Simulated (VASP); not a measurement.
# Ge (Cmmm) in VASP: a series of runs

Ge is run at these levels: PBEsol; tasks: single point.

Everything below comes from runs of VASP 6.6.1. Logs are shortened: lines on timing, memory, paths and dates and some standing lists are left out, and cuts for length are marked.

### 1 The cell of the first run

Symmetry: Cmmm, No. 65, orthorhombic system. The conventional cell has a = 2.747 Å, b = 5.113 Å, c = 2.652 Å, α = 90.00°, β = 90.00°, γ = 90.00°. Within 3.5 Å of Ge (site symmetry mmm) lie 8 Ge at 2.65 to 2.90 Å.

### 2 Single point, PBEsol

Contents of INCAR:

```
SYSTEM = Ge
ALGO = Normal
EDIFF = 1E-6
ENCUT = 520
GGA = PS
ISIF = 2
ISMEAR = 0
LASPH = .TRUE.
LCHARG = .FALSE.
LREAL = .FALSE.
LWAVE = .FALSE.
NBANDS = 13
NELM = 100
PREC = Accurate
SIGMA = 0.1
```

Contents of KPOINTS:

```
k-points
0
G
  9 9 9
  0 0 0
```

Contents of POSCAR:

```
Ge
1.0
    1.3734157635     -2.5564152123      0.0000000000
    1.3734157635      2.5564152123      0.0000000000
    0.0000000000      0.0000000000      2.6524589601
Ge
1
Direct
    0.5000000000      0.5000000000      0.0000000000
```

Potentials or basis: VASP PAW PBE potentials, release 64 (Ge_d).

On the command line:

```console
> cat potpaw_PBE.64/Ge_d/POTCAR > POTCAR
> mpirun -np 1 vasp_std > vasp.out
```

OUTCAR:

```text
SYSTEM = Ge
   EDIFF = 1E-6
   ENCUT = 520
   GGA = PS
   ISIF = 2
   ISMEAR = 0
   LASPH = .TRUE.
   LREAL = .FALSE.
   NELM = 100
   PREC = Accurate

 ion  position               nearest neighbor table
   1  0.500  0.500  0.000-

  LATTYP: Found a base centered orthorhombic cell.
 ALAT       =     2.7468315270
 B/A-ratio  =     1.8613556654
 C/A-ratio  =     0.9656431179

  Lattice vectors:

 A1 = (   1.3734157635,  -2.5564152123,   0.0000000000)
 A2 = (   1.3734157635,   2.5564152123,   0.0000000000)
 A3 = (   0.0000000000,   0.0000000000,   2.6524589601)

Analysis of symmetry for initial positions (statically):
=====================================================================
 Subroutine PRICEL returns:
 Original cell was already a primitive cell.

 Routine SETGRP: Setting up the symmetry group for a
 base centered orthorhombic supercell.

 Subroutine GETGRP returns: Found  8 space group operations
 (whereof  8 operations were pure point group operations)
 out of a pool of  8 trial point group operations.

The static configuration has the point symmetry D_2h.

Analysis of symmetry for dynamics (positions and initial velocities):
=====================================================================
 Subroutine PRICEL returns:
 Original cell was already a primitive cell.

 Routine SETGRP: Setting up the symmetry group for a
 base centered orthorhombic supercell.

 Subroutine GETGRP returns: Found  8 space group operations
 (whereof  8 operations were pure point group operations)
 out of a pool of  8 trial point group operations.

The dynamic configuration has the point symmetry D_2h.

 Subroutine INISYM returns: Found  8 space group operations
 (whereof  8 operations are pure point group operations),
 and found     1 'primitive' translations

----------------------------------------------------------------------------------------

                                     Primitive cell

  volume of cell :      18.6257

  direct lattice vectors                    reciprocal lattice vectors
     1.373415763 -2.556415212  0.000000000     0.364055819 -0.195586381  0.000000000
     1.373415763  2.556415212  0.000000000     0.364055819  0.195586381  0.000000000
     0.000000000  0.000000000  2.652458960     0.000000000  0.000000000  0.377008661

  length of vectors
     2.901987181  2.901987181  2.652458960     0.413268280  0.413268280  0.377008661

  position of ions in fractional coordinates (direct lattice)
     0.500000000  0.500000000  0.000000000

  ion indices of the primitive-cell ions
   primitive index   ion index
                 1           1

----------------------------------------------------------------------------------------

 KPOINTS: k-points

Automatic generation of k-mesh.
 Grid dimensions read from file:
 generate k-points for:    9    9    9

 Generating k-lattice:

  Cartesian coordinates                     Fractional coordinates (reciprocal lattice)
     0.040450647 -0.021731820  0.000000000     0.111111111 -0.000000000  0.000000000
     0.040450647  0.021731820  0.000000000    -0.000000000  0.111111111  0.000000000
     0.000000000  0.000000000  0.041889851     0.000000000  0.000000000  0.111111111

  Length of vectors
     0.045918698  0.045918698  0.041889851

  Shift w.r.t. Gamma in fractional coordinates (k-lattice)
     0.000000000  0.000000000  0.000000000

 Subroutine IBZKPT returns following result:
 ===========================================

 Found    125 irreducible k-points:

 Following reciprocal coordinates:
            Coordinates               Weight
  0.000000  0.000000  0.000000      1.000000
  0.111111  0.000000  0.000000      4.000000
  0.222222  0.000000  0.000000      4.000000
  0.333333  0.000000  0.000000      4.000000
  0.444444  0.000000  0.000000      4.000000
  0.111111  0.111111  0.000000      2.000000
[... 16 lines left out ...]
 -0.333333  0.333333  0.000000      2.000000
  0.444444  0.444444  0.000000      2.000000
 [... further k-points ...]
   k-points           NKPTS =    125   k-points in BZ     NKDIM =    125   number of bands    NBANDS=     13
   number of dos      NEDOS =    301   number of ions     NIONS =      1
   total plane-waves  NPLWV =  11520
   dimension x,y,z NGX =    24 NGY =   24 NGZ =   20
   dimension x,y,z NGXF=    48 NGYF=   48 NGZF=   40
   ions per type =               1
   NGX,Y,Z   is equivalent  to a cutoff of  13.75, 13.75, 12.54 a.u.
   NGXF,Y,Z  is equivalent  to a cutoff of  27.50, 27.50, 25.07 a.u.
 SYSTEM =  Ge
   PREC   = accura    normal or accurate (medium, high low for compatibility)
   ISTART =      0    job   : 0-new  1-cont  2-samecut
   ICHARG =      2    charge: 1-file 2-atom 10-const
   ISPIN  =      1    spin polarized calculation?
   LNONCOLLINEAR =      F non collinear calculations
   LSORBIT =      F    spin-orbit coupling
   LASPH  =      T    aspherical Exc in radial PAW
   ENCUT  =  520.0 eV  38.22 Ry    6.18 a.u.   5.40  5.40  4.93*2*pi/ulx,y,z
   NELM   =    100;   NELMIN=  2; NELMDL= -5     # of ELM steps
   EDIFF  = 0.1E-05   stopping-criterion for ELM
   LREAL  =      F    real-space projection
   EDIFFG = 0.1E-04   stopping-criterion for IOM
   NSW    =      0    number of steps for IOM
   IBRION =     -1    ionic relax: 0-MD 1-quasi-New 2-CG
   NFREE  =      0    steps in history (QN), initial steepest desc. (CG)
   ISIF   =      2    stress and relaxation
   ISYM   =      2    0-nonsym 1-usesym 2-fastsym
   POTIM  = 0.5000    time-step for ionic-motion
   TEBEG  =    0.0;   TEEND  =   0.0 temperature during run
   PSTRESS=    0.0 pullay stress
   NELECT =      14.0000    total number of electrons
   NUPDOWN=      -1.0000    fix difference up-down
   EMIN   =  10.00;   EMAX   =-10.00  energy-range for DOS
   EFERMI =   0.00;   METHOD = LEGACY
   ISMEAR =     0;   SIGMA  =   0.10  broadening in eV -4-tet -1-fermi 0-gaus
   EFERMI_NEDOS =   21; number of points for ismear=-14 and -15
   IALGO  =     38    algorithm
   IMIX   =      4    mixing-type and parameters
     AMIX     =   0.40;   BMIX     =  1.00
     AMIX_MAG =   1.60;   BMIX_MAG =  1.00
  volume/ion in A,a.u.               =      18.63       125.69
  Fermi-wavevector in a.u.,A,eV,Ry     =   1.488493  2.812844 30.145226  2.215612
  Thomas-Fermi vector in A             =   2.601521
   LORBIT       =      0    0 simple, 1 ext, 2 COOP (PROOUT), +10 PAW based schemes
   GGA     = PS    functional components
   LHFCALC =     F    Hartree Fock is set to
   AEXX    =    0.0000 exact exchange contribution
   IVDW    =     0    specifies the selected vdW correction
   LEPSILON=     F    determine dielectric tensor
   LRPA    =     F    only Hartree local field effects (RPA)
 non-spin polarized calculation
 Gauss-broadening in eV      SIGMA  =   0.10
  energy-cutoff  :      520.00
  volume of cell :       18.63
 maximum number of plane-waves:       512
 NGX is ok and might be reduce to    24
   NGX = 11   NGY = 11   NGZ =  9

 number of electron      13.9999987 magnetization

 Free energy of the ion-electron system (eV)
  ---------------------------------------------------
  ext. energy  EPLUGINS =         0.00000000
  ---------------------------------------------------
  free energy    TOTEN  =        -4.75898166 eV

  energy without entropy =       -4.75742770  energy(sigma->0) =       -4.75820468

 E-fermi :   6.7176     XC(G=0): -11.4433

 val. band max:        6.7105545935   @ k =   0.3333   0.1111   0.4444
 cond. band min:       6.7905675738   @ k =  -0.3333   0.2222   0.2222
 fundamental gap:      0.0800129802
 Fermi energy:         6.7176453884

 k-point     1 :       0.0000    0.0000    0.0000
  band No.  band energies     occupation
      1     -18.0799      2.00000
      2     -17.9937      2.00000
      3     -17.9351      2.00000
      4     -17.8220      2.00000
      5     -17.8089      2.00000
      6      -6.6709      2.00000
      7      13.5559      0.00000
      8      14.1263      0.00000
      9      15.7111      0.00000
     10      17.0185      0.00000
     11      19.4479      0.00000
     12      21.9923      0.00000
     13      22.1170      0.00000

 k-point     2 :       0.1111    0.0000    0.0000
  band No.  band energies     occupation
      1     -18.0696      2.00000
      2     -17.9799      2.00000
      3     -17.9363      2.00000
      4     -17.8245      2.00000
      5     -17.8155      2.00000
      6      -6.3585      2.00000
      7      12.6832      0.00000
      8      13.6255      0.00000
      9      13.8632      0.00000
     10      17.5305      0.00000
     11      18.7827      0.00000
     12      21.1316      0.00000
     13      23.9536      0.00000

 k-point     3 :       0.2222    0.0000    0.0000
  band No.  band energies     occupation
      1     -18.0495      2.00000
      2     -17.9644      2.00000
      3     -17.9147      2.00000
      4     -17.8378      2.00000
      5     -17.8251      2.00000
      6      -5.4218      2.00000
      7       8.8114      0.00000
      8      12.0022      0.00000
      9      14.7565      0.00000
     10      16.2326      0.00000
     11      19.0202      0.00000
     12      24.0098      0.00000
     13      27.3939      0.00000
[... 305 lines left out ...]
 k-point    23 :      -0.3333    0.3333    0.0000
  band No.  band energies     occupation
      1     -18.0681      2.00000
      2     -17.9704      2.00000
      3     -17.8600      2.00000
      4     -17.8576      2.00000
      5     -17.8157      2.00000
      6      -4.2252      2.00000
      7       4.0756      2.00000
      8      12.6746      0.00000
      9      15.7325      0.00000
     10      16.4749      0.00000
     11      20.2763      0.00000
     12      26.0152      0.00000
     13      26.6264      0.00000

 k-point    24 :       0.4444    0.4444    0.0000
  band No.  band energies     occupation
      1     -18.0534      2.00000
      2     -17.9532      2.00000
      3     -17.8672      2.00000
      4     -17.8470      2.00000
      5     -17.8242      2.00000
      6      -1.9716      2.00000
      7       1.0541      2.00000
      8       9.4660      0.00000
      9      17.2023      0.00000
     10      18.9392      0.00000
     11      23.1970      0.00000
     12      23.3400      0.00000
     13      23.7736      0.00000

 [... further k-points ...]

------------------------ aborting loop because EDIFF is reached ----------------------------------------

  FORCE on cell =-STRESS in cart. coord.  units (eV):
  Direction    XX          YY          ZZ          XY          YZ          ZX
  --------------------------------------------------------------------------------------
  -------------------------------------------------------------------------------------
  Total        0.1774306     -0.0969678     -0.3025326      0.0000000      0.0000000      0.0000000
  in kB       15.2625453     -8.3411515    -26.0237973      0.0000000      0.0000000      0.0000000
  external PRESSURE =      -6.3674679 kB  Pullay stress =       0.0000000 kB

 VOLUME and BASIS-vectors are now :
 -----------------------------------------------------------------------------
  energy-cutoff  :      520.00
  volume of cell :       18.63
      direct lattice vectors                 reciprocal lattice vectors
     1.373415763 -2.556415212  0.000000000     0.364055819 -0.195586381  0.000000000
     1.373415763  2.556415212  0.000000000     0.364055819  0.195586381  0.000000000
     0.000000000  0.000000000  2.652458960     0.000000000  0.000000000  0.377008661

 POSITION                                       TOTAL-FORCE (eV/Angst)
 -----------------------------------------------------------------------------------
      1.37342      0.00000      0.00000         0.000000     -0.000000      0.000000
 -----------------------------------------------------------------------------------
    total drift:                               -0.000000     -0.000000     -0.000000

  FREE ENERGIE OF THE ION-ELECTRON SYSTEM (eV)
  ---------------------------------------------------
  free  energy   TOTEN  =        -4.7589816575 eV

  energy  without entropy=       -4.7574277013  energy(sigma->0) =       -4.75820468
```

Wall time 22 s (1 thread of AMD EPYC 7R13 (Zen 3), shared host); peak memory 0.12 GiB.

Results:

```yaml
Free_energy: -4.7590 eV
Pressure: -0.6 GPa
Band_gap_on_the_k_mesh: zero (bands 7 and 8 overlap by 10.33 eV)
```

Stress tensor (GPa, compression positive):
```
 1.53  0.00  0.00
 0.00 -0.83  0.00
 0.00  0.00 -2.60
```

Caveat: the PAW data sets were made with another functional, which shifts forces and pressure a little.

### 3 Single point, PBEsol

This run uses another cell than the first one, of 19.21 Å³/atom.

Contents of INCAR:

```
PREC = Accurate
ENCUT = 520
EDIFF = 1E-6
ISMEAR = 0
SIGMA = 0.1
LREAL = F
LASPH = T
NELM = 60
ALGO = Normal
ISIF = 2
LWAVE = F
LCHARG = T
GGA = PS
LELF = T
LVHAR = T
NBANDS = 13
```

Contents of KPOINTS:

```
regular mesh
0
Gamma
  9 9 9
```

Contents of POSCAR:

```
Ge
1.0
    1.3877232074     -2.5830464540      0.0000000000
    1.3877232074      2.5830464540      0.0000000000
    0.0000000000      0.0000000000      2.6800907295
Ge
1
Direct
    0.5000000000      0.5000000000      0.0000000000
```

Potentials or basis: VASP PAW PBE potentials, release 64 (Ge_d).

On the command line:

```console
> cat potpaw_PBE.64/Ge_d/POTCAR > POTCAR
> mpirun -np 1 vasp_std > vasp.out
```

Wall time 20 s (1 thread of AMD EPYC 7R13 (Zen 3), shared host); peak memory 0.11 GiB.

It converged, with:

- Free energy: -4.7530 eV
- Pressure: -2.9 GPa
- Band gap on the k mesh: zero (bands 7 and 8 overlap by 10.03 eV)

Stress tensor (GPa, compression positive):
```
-0.94  0.00  0.00
 0.00 -3.19  0.00
 0.00  0.00 -4.61
```

Levels at points of the mesh, in eV from the Fermi level:
```tsv
k point	band 5	band 6	band 7	band 8	band 9	band 10
(0.00, 0.00, 0.00)	-24.48	-13.08	6.71	7.23	8.76	10.21
```

Caveat: the PAW data sets were made with another functional, which shifts forces and pressure a little.
